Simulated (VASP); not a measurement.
# SnO (Cmce) in VASP: single point with r2SCAN

Aim: the single point of SnO with r2SCAN.

Everything below comes from runs of VASP 6.6.1. Logs are shortened: lines on timing, memory, paths and dates and some standing lists are left out, and cuts for length are marked.

## 1. The cell of the first run

The typed cell holds 8 atoms: a = 3.807 Å, b = 3.807 Å, c = 9.898 Å, α = 90.00°, β = 90.00°, γ = 90.01°.

## 2. Single point, r2SCAN

Contents of POSCAR:

```
SnO
1.0
    2.6918297029      2.6922342618      0.0000000000
    2.6918297029     -2.6922342618      0.0000000000
    0.0000000000      0.0000000000     -9.8982049420
Sn O
4 4
Direct
    0.0001340781     -0.0001340781      0.0055567960
   -0.0001340781      0.0001340781      0.5055567960
    0.4998695245      0.5001304755      0.7374447771
    0.5001304755      0.4998695245      0.2374447771
    0.4998683371      1.0001250732      0.6214992135
    0.5001316629     -0.0001250732      0.1214992135
   -0.0001250732      0.5001316629      0.6214992135
    1.0001250732      0.4998683371      0.1214992135
```

Contents of INCAR.step1:

```
  ALGO = Normal
  EDIFF = 1E-4
  ENCUT = 520
  GGA = PE
  ISMEAR = -1
  LASPH = True
  LCHARG = False
  LREAL = False
  LWAVE = True
  NBANDS = 50
  NELM = 80
  PREC = Accurate
  SIGMA = 0.1
```

Contents of INCAR.step2:

```
  ALGO = Normal
  EDIFF = 1E-6
  ENCUT = 520
  ISIF = 2
  ISMEAR = -1
  ISTART = 1
  LASPH = True
  LCHARG = True
  LELF = True
  LMIXTAU = True
  LREAL = False
  LVHAR = True
  LWAVE = False
  METAGGA = R2SCAN
  NBANDS = 50
  NELM = 80
  PREC = Accurate
  SIGMA = 0.1
```

Contents of KPOINTS:

```
k-points
0
Gamma
  5 5 2
```

Potentials or basis: VASP PAW PBE potentials, release 64 (Sn_d, O).

Command:

```
cat potpaw_PBE.64/Sn_d/POTCAR potpaw_PBE.64/O/POTCAR > POTCAR
cp INCAR.step1 INCAR
mpirun -np 1 vasp_std > vasp.out
cp INCAR.step2 INCAR
mpirun -np 1 vasp_std > vasp.out
```

OUTCAR:

```text
EDIFF = 1E-6
   ENCUT = 520
   ISIF = 2
   ISMEAR = -1
   ISTART = 1
   LASPH = True
   LREAL = False
   METAGGA = R2SCAN
   NELM = 80
   PREC = Accurate

 ion  position               nearest neighbor table
   1  0.000  1.000  0.006-   6 2.22   8 2.22   8 2.22   6 2.22   4 3.54   4 3.54   4 3.54   4 3.54

   2  1.000  0.000  0.506-   5 2.22   7 2.22   5 2.22   7 2.22   3 3.54   3 3.54   3 3.54   3 3.54

   3  0.500  0.500  0.737-   5 2.22   7 2.22   7 2.22   5 2.22   2 3.54   2 3.54   2 3.54   2 3.54

   4  0.500  0.500  0.237-   6 2.22   8 2.22   6 2.22   8 2.22   1 3.54   1 3.54   1 3.54   1 3.54

   5  0.500  0.000  0.621-   2 2.22   3 2.22   2 2.22   3 2.22
   6  0.500  1.000  0.121-   1 2.22   4 2.22   1 2.22   4 2.22
   7  1.000  0.500  0.621-   2 2.22   3 2.22   2 2.22   3 2.22
   8  0.000  0.500  0.121-   1 2.22   4 2.22   1 2.22   4 2.22

  LATTYP: Found a base centered orthorhombic cell.
 ALAT       =     5.3836594058
 B/A-ratio  =     1.0001502914
 C/A-ratio  =     1.8385644774

  Lattice vectors:

 A1 = (   2.6918297029,   2.6922342618,   0.0000000000)
 A2 = (   2.6918297029,  -2.6922342618,   0.0000000000)
 A3 = (   0.0000000000,   0.0000000000,  -9.8982049420)

Analysis of symmetry for initial positions (statically):
=====================================================================
 Subroutine PRICEL returns:
 Original cell was already a primitive cell.

 Routine SETGRP: Setting up the symmetry group for a
 base centered orthorhombic supercell.

 Subroutine GETGRP returns: Found  4 space group operations
 (whereof  2 operations were pure point group operations)
 out of a pool of  8 trial point group operations.

The static configuration has the point symmetry C_1h.
 The point group associated with its full space group is C_2v.

Analysis of symmetry for dynamics (positions and initial velocities):
=====================================================================
 Subroutine PRICEL returns:
 Original cell was already a primitive cell.

 Routine SETGRP: Setting up the symmetry group for a
 base centered orthorhombic supercell.

 Subroutine GETGRP returns: Found  4 space group operations
 (whereof  2 operations were pure point group operations)
 out of a pool of  8 trial point group operations.

The dynamic configuration has the point symmetry C_1h.
 The point group associated with its full space group is C_2v.

 Subroutine INISYM returns: Found  4 space group operations
 (whereof  2 operations are pure point group operations),
 and found     1 'primitive' translations
[... 104 lines left out ...]
   IBRION =     -1    ionic relax: 0-MD 1-quasi-New 2-CG
   NFREE  =      0    steps in history (QN), initial steepest desc. (CG)
   ISIF   =      2    stress and relaxation
   ISYM   =      2    0-nonsym 1-usesym 2-fastsym
   POTIM  = 0.5000    time-step for ionic-motion
   TEBEG  =    0.0;   TEEND  =   0.0 temperature during run
   PSTRESS=    0.0 pullay stress
   NELECT =      80.0000    total number of electrons
   NUPDOWN=      -1.0000    fix difference up-down
   EMIN   =  10.00;   EMAX   =-10.00  energy-range for DOS
   EFERMI =   0.00;   METHOD = LEGACY
   ISMEAR =    -1;   SIGMA  =   0.10  broadening in eV -4-tet -1-fermi 0-gaus
   EFERMI_NEDOS =   21; number of points for ismear=-14 and -15
   IALGO  =     38    algorithm
   IMIX   =      4    mixing-type and parameters
     AMIX     =   0.40;   BMIX     =  1.00
     AMIX_MAG =   1.60;   BMIX_MAG =  1.00
  volume/ion in A,a.u.               =      17.93       121.02
  Fermi-wavevector in a.u.,A,eV,Ry     =   1.347481  2.546369 24.704154  1.815704
  Thomas-Fermi vector in A             =   2.475228
   LORBIT       =      0    0 simple, 1 ext, 2 COOP (PROOUT), +10 PAW based schemes
   METAGGA = R2SCAN    functional components
   LHFCALC =     F    Hartree Fock is set to
   AEXX    =    0.0000 exact exchange contribution
   IVDW    =     0    specifies the selected vdW correction
   LEPSILON=     F    determine dielectric tensor
   LRPA    =     F    only Hartree local field effects (RPA)
 non-spin polarized calculation
  energy-cutoff  :      520.00
  volume of cell :      143.47
 maximum number of plane-waves:      3876
   NGX = 15   NGY = 15   NGZ = 37

 number of electron      79.9999971 magnetization

 Free energy of the ion-electron system (eV)
  ---------------------------------------------------
  ext. energy  EPLUGINS =         0.00000000
  ---------------------------------------------------
  free energy    TOTEN  =      -133.80489520 eV

  energy without entropy =     -133.80299414  energy(sigma->0) =     -133.80394467

 E-fermi :   7.2148     XC(G=0): -10.7810

 val. band max:        6.8782132577   @ k =   0.0000   0.0000   0.0000
 cond. band min:       7.6641124606   @ k =   0.4000   0.4000   0.0000
 fundamental gap:      0.7858992029
 Fermi energy:         7.2147619784

 k-point     1 :       0.0000    0.0000    0.0000
  band No.  band energies     occupation
      1     -16.0486      2.00000
      2     -16.0362      2.00000
      3     -15.4999      2.00000
      4     -15.4869      2.00000
      5     -15.4696      2.00000
      6     -15.4695      2.00000
[... 943 lines left out ...]
     49      12.9811      0.00000
     50      12.9811      0.00000

------------------------ aborting loop because EDIFF is reached ----------------------------------------

  FORCE on cell =-STRESS in cart. coord.  units (eV):
  Direction    XX          YY          ZZ          XY          YZ          ZX
  --------------------------------------------------------------------------------------
  -------------------------------------------------------------------------------------
  Total        0.5535009      0.5301551      0.4659232      0.0000000      0.0000000      0.0000000
  in kB        6.1813315      5.9206131      5.2032899      0.0000000      0.0000000      0.0000000
  external PRESSURE =       5.7684115 kB  Pullay stress =       0.0000000 kB

 VOLUME and BASIS-vectors are now :
 -----------------------------------------------------------------------------
  energy-cutoff  :      520.00
  volume of cell :      143.47
      direct lattice vectors                 reciprocal lattice vectors
     2.691829703  2.692234262  0.000000000     0.185747263  0.185719351  0.000000000
     2.691829703 -2.692234262  0.000000000     0.185747263 -0.185719351  0.000000000
     0.000000000  0.000000000 -9.898204942     0.000000000  0.000000000 -0.101028419

 POSITION                                       TOTAL-FORCE (eV/Angst)
 -----------------------------------------------------------------------------------
      2.69183     -2.69151     -0.05500         0.000000     -0.000479      0.147365
      2.69183      2.69151     -5.00410         0.000000      0.000479      0.147365
      2.69183     -0.00070     -7.29938         0.000000      0.000411     -0.145837
      2.69183      0.00070     -2.35028         0.000000     -0.000411     -0.145837
      1.34590      1.34543     -6.15173         0.000200      0.000268     -0.000764
      4.03776     -1.34543     -1.20262        -0.000200     -0.000268     -0.000764
      4.03776      1.34543     -6.15173        -0.000200      0.000268     -0.000764
      1.34590     -1.34543     -1.20262         0.000200     -0.000268     -0.000764
 -----------------------------------------------------------------------------------
    total drift:                                0.000000      0.000000      0.004005

  FREE ENERGIE OF THE ION-ELECTRON SYSTEM (eV)
  ---------------------------------------------------
  free  energy   TOTEN  =      -133.8048951962 eV

  energy  without entropy=     -133.8029941400  energy(sigma->0) =     -133.80394467
```

OUTCAR.step1:

```text
EDIFF = 1E-4
   ENCUT = 520
   GGA = PE
   ISMEAR = -1
   LASPH = True
   LREAL = False
[... 1195 lines left out ...]
      4.03776     -1.34543     -1.20262        -0.000180     -0.000203     -0.000312
      4.03776      1.34543     -6.15173        -0.000180      0.000203     -0.000312
      1.34590     -1.34543     -1.20262         0.000180     -0.000203     -0.000312
 -----------------------------------------------------------------------------------
    total drift:                                0.000000      0.000000      0.000729

  FREE ENERGIE OF THE ION-ELECTRON SYSTEM (eV)
  ---------------------------------------------------
  free  energy   TOTEN  =       -45.3577287758 eV

  energy  without entropy=      -45.3539511074  energy(sigma->0) =      -45.35583994
```

It used 1100 s of CPU time on 1 thread of AMD EPYC 7R13 Processor (Zen 3), on a shared host.

What came out:

| Property | Result |
| --- | --- |
| Free energy | -133.8049 eV |
| Pressure | 0.6 GPa |
| Largest force | 0.147 eV/Å |
| Band gap on the k mesh | 0.79 eV |

Forces on the atoms (eV/Å):
```
Sn   0.000  0.000  0.147
Sn   0.000  0.000  0.147
Sn   0.000  0.000 -0.146
Sn   0.000  0.000 -0.146
O    0.000  0.000 -0.001
O    0.000  0.000 -0.001
O    0.000  0.000 -0.001
O    0.000  0.000 -0.001
```

Caveat: the PAW data sets were made with another functional, which shifts forces and pressure a little; spin-orbit coupling is left out, which moves the levels of the heavy elements.
